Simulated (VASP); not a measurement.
Write the native input for VASP 6.6.1 that does the following.

| Property | Result |
| --- | --- |
| Task | single point |
| Functional | PBE |
| Potentials or basis | VASP PAW PBE potentials, release 64 (C, Mg) |
| Cutoff | 520 eV |
| k mesh | 2 × 2 × 1 |
| Occupations | fermi-dirac, width 0.02 eV |
| Spin | no spin polarisation |
| Dipole correction | no |
| Further INCAR settings | LREAL = Auto; ALGO = Normal; EDIFF = 1e-07; NBANDS = 52 |

The structure of MgC18 lies in POSCAR:

```
MgC18
1.0
    7.3980000000      0.0000000000      0.0000000000
   -3.6990000000      6.4068560000      0.0000000000
    0.0000000000      0.0000000000     13.0000000000
C Mg
18 1
Direct
    0.0120598141     -0.0002653408      0.0656230769
    0.2240222713      0.1115211580      0.0650538462
    0.0091115345      0.3300370728      0.0669076923
    0.2321695643      0.4391701640      0.0707153846
    0.0035031157      0.6691581643      0.0663230769
    0.2191325051      0.7658670649      0.0672461538
    0.3285481946     -0.0128143976      0.0785230769
    0.5645174913      0.1069479320      0.0674692308
    0.3336333560      0.3303648467      0.0699000000
    0.5592027880      0.4446018453      0.0683538462
    0.3417048596      0.6639449989      0.0681384615
    0.5653896923      0.7781976058      0.0688615385
    0.6757561651     -0.0063681781      0.0680153846
    0.8922068713      0.0998773814      0.0686923077
    0.6795029474      0.3405414450      0.0744538462
    0.8960905464      0.4486287814      0.0679923077
    0.6710727998      0.6592312985      0.0682923077
    0.8921458677      0.7725318003      0.0719230769
    0.4040432281      0.5636149775      0.3734769231
```

These files were run (other wordings do the same):

INCAR

```
ALGO = Normal
EDIFF = 1E-7
ENCUT = 520
GGA = PE
ISIF = 2
ISMEAR = -1
LASPH = T
LCHARG = T
LELF = T
LREAL = Auto
LVHAR = T
LWAVE = F
NBANDS = 52
NELM = 80
PREC = Accurate
SIGMA = 0.02
```

KPOINTS

```
k-points
0
Gamma
  2 2 1
```

Potentials or basis: VASP PAW PBE potentials, release 64 (C, Mg).

Launch:

```console
$ cat potpaw_PBE.64/C/POTCAR potpaw_PBE.64/Mg/POTCAR > POTCAR
$ mpirun -np 1 vasp_std > vasp.out
```

Results of the run:

The largest force is 4.269 eV/Å and the band gap on the k mesh is 0.22 eV.

Caveat: the k points lie up to 0.49 Å⁻¹ apart.

Wall time 7.7 min on 1 thread of Intel Xeon 8259CL, with other jobs on the host, peak memory 0.63 GiB.
